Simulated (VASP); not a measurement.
Wanted: the native input for a VASP 6.6.1 run.

| Property | Result |
| --- | --- |
| Task | single point |
| Functional | PBEsol |
| Potentials or basis | VASP PAW PBE potentials, release 64 (In_d, Au) |
| Cutoff | 500 eV |
| k mesh | 4 × 4 × 4 |
| Occupations | gaussian, width 0.1 eV |
| Spin | no spin polarisation |
| Dipole correction | no |
| Further INCAR settings | ALGO = Normal; EDIFF = 1e-06; NBANDS = 26 |

The structure of In2Au (km) lies in POSCAR:

```
In2Au
1.0
    0.0000000000      3.2689708235      3.2689708235
    3.2689708235      0.0000000000      3.2689708235
    3.2689708235      3.2689708235      0.0000000000
In Au
2 1
Direct
    0.7500000000      0.7500000000      0.7500000000
    0.2500000000      0.2500000000      0.2500000000
    0.0000000000      0.0000000000      0.0000000000
```

One way to write it, as run:

INCAR

```
ALGO = Normal
EDIFF = 1E-6
ENCUT = 500
GGA = PS
GGA_COMPAT = F
ISIF = 2
ISMEAR = 0
LASPH = T
LCHARG = T
LELF = T
LREAL = F
LVHAR = T
LWAVE = F
NBANDS = 26
NELM = 120
PREC = Accurate
SIGMA = 0.1
```

KPOINTS

```
k-points
0
Gamma
  4 4 4
```

Potentials or basis: VASP PAW PBE potentials, release 64 (In_d, Au).

Launch:

```console
$ cat potpaw_PBE.64/In_d/POTCAR potpaw_PBE.64/Au/POTCAR > POTCAR
$ mpirun -np 1 vasp_std > vasp.out
```

Results of the run:

- Pressure: 0.0 GPa

Caveat: the k points lie up to 0.42 Å⁻¹ apart; the PAW data sets were made with another functional, which shifts forces and pressure a little.

Wall time 12 s on 1 thread of AMD EPYC 9R45 96-Core Processor (Zen 5) (shared host), peak memory 0.18 GiB.
